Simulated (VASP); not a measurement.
Wanted: the native input for a VASP 6.6.1 run.

```yaml
Task: relaxation of cell and atoms
Functional: PBE
Potentials_or_basis: VASP PAW PBE potentials, release 64 (Te)
Cutoff: 600 eV
k_mesh: 16 × 16 × 14
Occupations: fermi-dirac, width 0.08 eV
Spin: no spin polarisation
Target_pressure: 87 GPa
Dipole_correction: no
Further_INCAR_settings: ALGO = Normal; EDIFF = 1e-06; IBRION = 2; EDIFFG = -0.005; NSW = 60; ISIF = 3
```

The structure of Te lies in POSCAR:

```
Te
1.0
    2.7868762949      0.0000000000      0.0000000000
   -1.3934381475      2.4135056686      0.0000000000
    0.0000000000      0.0000000000      2.6196637172
Te
1
Direct
    0.0000000000      0.0000000000      0.0000000000
```

This isn't the form of Te at room conditions, which is trigonal, of chains.

These files were run (other wordings do the same):

INCAR

```
SYSTEM = Te
  ALGO = Normal
  EDIFF = 1E-6
  EDIFFG = -0.005
  ENCUT = 600
  GGA = PE
  IBRION = 2
  ISIF = 3
  ISMEAR = -1
  LASPH = .True.
  LCHARG = .False.
  LREAL = .False.
  LWAVE = .False.
  NELM = 80
  NSW = 60
  PREC = Accurate
  PSTRESS = 870.0
  SIGMA = 0.08
```

KPOINTS

```
k-points
0
Gamma
  16 16 14
  0 0 0
```

Potentials or basis: VASP PAW PBE potentials, release 64 (Te).

Command:

```sh
$ cat potpaw_PBE.64/Te/POTCAR > POTCAR
$ mpirun -np 1 vasp_std > vasp.out
```

Results of the run:

- Relaxed volume: 18.43 Å³/atom
- Relaxed cell: a = 2.834 Å, b = 2.834 Å, c = 2.650 Å, α = 90.00°, β = 90.00°, γ = 120.00°
- Space group after relaxing (to 0.1 Å): P6/mmm (No. 191)
- Energy change on relaxing (the run minimises the enthalpy): -478.3 meV/atom
- Ionic steps: 9
- Pressure after relaxing: 87.0 GPa
- Band gap on the k mesh: zero (bands 3 and 4 overlap by 12.92 eV)

Caveat: the cell is relaxed towards a set pressure, so the run minimises the enthalpy, not the energy; spin-orbit coupling is left out, which moves the levels of the heavy elements.

It took 5.1 min on 1 thread of AMD EPYC 7R13, with other jobs on the host, peak memory 0.15 GiB.
